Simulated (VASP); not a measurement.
# Al3GaN4 in VASP: notebook, part 2 of 2

VASP 6.6.1.

## (4) Relaxation of cell and atoms, PBEsol, target pressure 5 GPa, at which the enthalpy is minimised

This run uses another cell than the first one, of 10.44 Å³/atom.

INCAR

```
SYSTEM = Al3GaN4
ALGO = Normal
EDIFF = 1E-6
EDIFFG = -0.008
ENCUT = 600
GGA = PS
IBRION = 2
ISIF = 3
ISMEAR = 0
LASPH = .TRUE.
LCHARG = .FALSE.
LREAL = .FALSE.
LWAVE = .FALSE.
NELM = 60
NSW = 70
PREC = Accurate
PSTRESS = 50.0
SIGMA = 0.02
```

KPOINTS

```
k-points
0
G
  6 6 6
  0 0 0
```

POSCAR

```
Al3GaN4
1.0
    4.3714959520      0.0000000000      0.0000000000
    0.0000000000      4.3714959520      0.0000000000
    0.0000000000      0.0000000000      4.3714959520
Al Ga N
3 1 4
Direct
    0.5000000000      0.5000000000      0.0000000000
    0.5000000000      0.0000000000      0.5000000000
    0.0000000000      0.5000000000      0.5000000000
    0.0000000000      0.0000000000      0.0000000000
    0.7446859999      0.7446859999      0.2553140001
    0.7446859999      0.2553140001      0.7446859999
    0.2553140001      0.7446859999      0.7446859999
    0.2553140001      0.2553140001      0.2553140001
```

Command:

```console
cat potpaw_PBE.64/Al/POTCAR potpaw_PBE.64/Ga_d/POTCAR potpaw_PBE.64/N/POTCAR > POTCAR
mpirun -np 1 vasp_std > vasp.out
```

Run time: 2.5 min. Hardware: 1 thread of Intel Xeon 8259CL, shared host; peak memory 0.24 GiB.

It converged, with:

* Free energy: -59.9237 eV
* Relaxed volume: 10.44 Å³/atom
* Relaxed cell: a = 4.371 Å, b = 4.371 Å, c = 4.371 Å, α = 90.00°, β = 90.00°, γ = 90.00°
* Space group after relaxing (to 0.1 Å): P-43m (No. 215)
* Energy change on relaxing (the run minimises the enthalpy): +0.2 meV/atom
* Ionic steps: 3
* Pressure after relaxing: 5.0 GPa
* Largest force after relaxing: 0.005 eV/Å
* Band gap on the k mesh: 3.33 eV

Forces in eV/Å, atoms in the order of the input:
```
Al   0.000  0.000  0.000
Al   0.000  0.000  0.000
Al   0.000  0.000  0.000
Ga   0.000  0.000  0.000
N    0.003  0.003 -0.003
N    0.003 -0.003  0.003
N   -0.003  0.003  0.003
N   -0.003 -0.003 -0.003
```

Step by step:
```csv
step,energy change (eV),largest force (eV/Å),pressure (GPa),volume (Å³)
1,0.0000,0.0104,4.85,83.54
2,0.0037,0.0024,5.22,83.42
3,0.0016,0.0052,5.00,83.49
```

Final structure:
```xyz
8
Lattice="4.3706 0.0000 0.0000 0.0000 4.3706 0.0000 0.0000 0.0000 4.3706" Properties=species:S:1:pos:R:3 pbc="T T T"
Al    2.1853    2.1853    0.0000
Al    2.1853    0.0000    2.1853
Al    0.0000    2.1853    2.1853
Ga    0.0000    0.0000    0.0000
N     3.2548    3.2548    1.1157
N     3.2548    1.1157    3.2548
N     1.1157    3.2548    3.2548
N     1.1157    1.1157    1.1157
```

Levels at points of the mesh, in eV from the valence-band top:
```
           k point  band 18  band 19  band 20  band 21  band 22  band 23  band 24  band 25
(0.00, 0.00, 0.00)    -2.02     0.00     0.00     0.00     3.33     3.33     3.33     3.64
(0.50, 0.00, 0.00)    -1.24    -1.24    -0.96    -0.96     5.64     5.71     6.11     6.11
(0.50, 0.50, 0.00)    -0.85    -0.55    -0.54    -0.54     7.50     7.57     7.57     7.83
(0.50, 0.50, 0.50)    -0.60    -0.38    -0.38    -0.38     5.68     7.12     7.12     7.12
```

Caveat: the cell is relaxed towards a set pressure, so the run minimises the enthalpy, not the energy; the PAW data sets were made with another functional, which shifts forces and pressure a little.

## (5) Single point, PBEsol (biaxial strain in the a-b plane: +3.0 %)

INCAR

```
ALGO = Normal
EDIFF = 1E-6
ENCUT = 520
GGA = PS
ISIF = 2
ISMEAR = 0
LASPH = T
LCHARG = F
LREAL = F
LWAVE = F
NBANDS = 31
NELM = 100
PREC = Accurate
SIGMA = 0.02
```

KPOINTS

```
k-points
0
Gamma
  6 6 6
```

POSCAR

```
Al3GaN4
1.0
    4.5392046830      0.0000000000      0.0000000000
    0.0000000000      4.5392046830      0.0000000000
    0.0000000000      0.0000000000      4.3276689307
Al Ga N
3 1 4
Direct
    0.5000000000      0.5000000000      0.0000000000
    0.5000000000      0.0000000000      0.5000000000
    0.0000000000      0.5000000000      0.5000000000
    0.0000000000      0.0000000000      0.0000000000
    0.7448477987      0.7448477987      0.2555453140
    0.7448477987      0.2551522013      0.7444546860
    0.2551522013      0.7448477987      0.7444546860
    0.2551522013      0.2551522013      0.2555453140
```

Command:

```console
cat potpaw_PBE.64/Al/POTCAR potpaw_PBE.64/Ga_d/POTCAR potpaw_PBE.64/N/POTCAR > POTCAR
mpirun -np 1 vasp_std > vasp.out
```

It took 47 s on 1 thread of Intel Xeon 6975P-C (Granite Rapids), shared host; peak memory 0.24 GiB.

It converged, with:

- Free energy: -59.8149 eV
- Pressure: -7.7 GPa
- Largest force: 0.017 eV/Å
- Band gap on the k mesh: 2.98 eV

Forces in eV/Å, atoms in the order of the input:
```
Al   0.000  0.000  0.000
Al   0.000  0.000  0.000
Al   0.000  0.000  0.000
Ga   0.000  0.000  0.000
N    0.010  0.010  0.010
N    0.010 -0.010 -0.010
N   -0.010  0.010 -0.010
N   -0.010 -0.010  0.010
```

Stress tensor (GPa, compression positive):
```
-9.54  0.00  0.00
 0.00 -9.54  0.00
 0.00  0.00 -4.03
```

Levels at points of the mesh, in eV from the valence-band top:
| k point | band 19 | band 20 | band 21 | band 22 | band 23 | band 24 |
| --- | --- | --- | --- | --- | --- | --- |
| (0.00, 0.00, 0.00) | -0.18 | -0.18 | 0.00 | 2.98 | 3.04 | 3.25 |
| (0.50, 0.00, 0.00) | -1.17 | -0.99 | -0.92 | 5.16 | 5.19 | 5.68 |
| (0.50, 0.50, 0.00) | -0.85 | -0.85 | -0.85 | 6.70 | 7.05 | 7.05 |
| (0.00, 0.00, 0.50) | -1.45 | -1.20 | -1.20 | 5.31 | 5.40 | 6.13 |
| (0.50, 0.00, 0.50) | -0.59 | -0.58 | -0.52 | 6.81 | 7.23 | 7.27 |
| (0.50, 0.50, 0.50) | -0.52 | -0.52 | -0.29 | 4.94 | 6.37 | 6.37 |

Caveat: the cell differs from its parent crystal (biaxial strain in the a-b plane: +3.0 %); the cell stands under tension; the PAW data sets were made with another functional, which shifts forces and pressure a little.

## (6) Overview

```tsv
task	cell	cutoff (eV)	gap on the mesh (eV)	pressure (GPa)	largest force (eV/Å)
relaxation of cell and atoms	relaxed to 20 GPa from a = 4.282 Å, 8 atoms	600	3.37	20.0	-
relaxation of cell and atoms	relaxed to 10 GPa from a = 4.339 Å, 8 atoms	600	3.35	9.9	0.01
relaxation of cell and atoms	relaxed to 5 GPa from a = 4.371 Å, 8 atoms	600	3.33	5.0	0.01
single point	a = 4.539, b = 4.539, c = 4.328 Å, 8 atoms	520	2.98	-7.7	0.02
```

Alike in all rows: level PBEsol; potentials or basis VASP PAW PBE potentials, release 64 (Al, Ga_d, N); no spin polarisation; k mesh 6 × 6 × 6; smearing gaussian 0.02 eV.

Caveats: the PAW data sets were made with another functional, which shifts forces and pressure a little; the cell is relaxed towards a set pressure, so the run minimises the enthalpy, not the energy (at least some runs); the relaxation stopped at its first step, so nothing moved (at least some runs); the cell stands under tension (at least some runs).

Total energies depend on the potentials used, so only differences within one code and one set of settings carry meaning.
